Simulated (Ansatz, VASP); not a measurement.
# One calculation of Ru, two programs

POSCAR

```
Ru
1.0
    0.0000000000      1.8793330470      1.8793330470
    1.8793330470      0.0000000000      1.8793330470
    1.8793330470      1.8793330470      0.0000000000
Ru
1
Direct
    0.0000000000      0.0000000000      0.0000000000
```

The input INCAR.step1:

```
PREC     = Accurate       # precision mode
ENCUT    = 520            # plane-wave cutoff, eV
ISMEAR   = 0              # smearing method
SIGMA    = 0.05           # smearing width, eV
LREAL    = False          # projectors in reciprocal space
LASPH    = True           # aspherical terms in the spheres
NELM     = 80             # most SCF steps
NBANDS   = 13             # bands
GGA      = PE             # functional
ALGO     = Normal         # electronic algorithm
EDIFF    = 1E-4           # SCF threshold, eV
LWAVE    = True           # write WAVECAR
LCHARG   = False          # write CHGCAR
```

File INCAR.step2:

```
PREC     = Accurate       # precision mode
ENCUT    = 520            # plane-wave cutoff, eV
EDIFF    = 1E-7           # SCF threshold, eV
ISMEAR   = 0              # smearing method
SIGMA    = 0.05           # smearing width, eV
LREAL    = False          # projectors in reciprocal space
LASPH    = True           # aspherical terms in the spheres
NELM     = 80             # most SCF steps
ALGO     = Normal         # electronic algorithm
ISIF     = 2              # what is computed and relaxed
LWAVE    = False          # write WAVECAR
LCHARG   = False          # write CHGCAR
METAGGA  = R2SCAN         # meta-GGA
LMIXTAU  = True         
NBANDS   = 13             # bands
ISTART   = 1
```

The input KPOINTS:

```
Automatic mesh
0
Gamma
  18 18 18
```

Input for Ansatz:

```yaml
crystal:
  lattice:
    - [0.0, 1.879333047, 1.879333047]
    - [1.879333047, 0.0, 1.879333047]
    - [1.879333047, 1.879333047, 0.0]
  atoms:
    - { symbol: Ru, position: [0.0, 0.0, 0.0] }
basis:
  ecutwfc: 600
  ecutrho_ratio: 5
kpoints:
  mp_grid: { grid: [18, 18, 18] }
hamiltonian:
  xc: r2scan
scf:
  occupations: { method: gaussian, width: 0.05 }
output:
  forces: true
  stress: true
  eigenvalues: true
```

Alike in both runs: task single point; functional r2SCAN; k mesh 18 × 18 × 18; occupations gaussian, width 0.05 eV; no spin polarisation.

|  | VASP | Ansatz |
| --- | --- | --- |
| version | VASP 6.6.1 | Ansatz 0.2.0 |
| potentials or method | VASP PAW PBE potentials, release 64 (Ru_pv), cutoff 520 eV | scalar-relativistic, plane waves, PAW |
| valence electrons in the cell | 14 | 16 |

```tsv
	VASP	Ansatz	Ansatz less VASP
gap on the k mesh at the Fermi level (eV)	none	none	-
pressure (GPa)	8.8	7.1	-1.62
```

VASP's potentials were made for PBE, not for r2SCAN. A gap of «none» marks a metal or a gap that the smearing closes. VASP's potentials hold 14 valence electrons a cell and Ansatz's 16, so a difference there can come from the potentials and not from the codes.
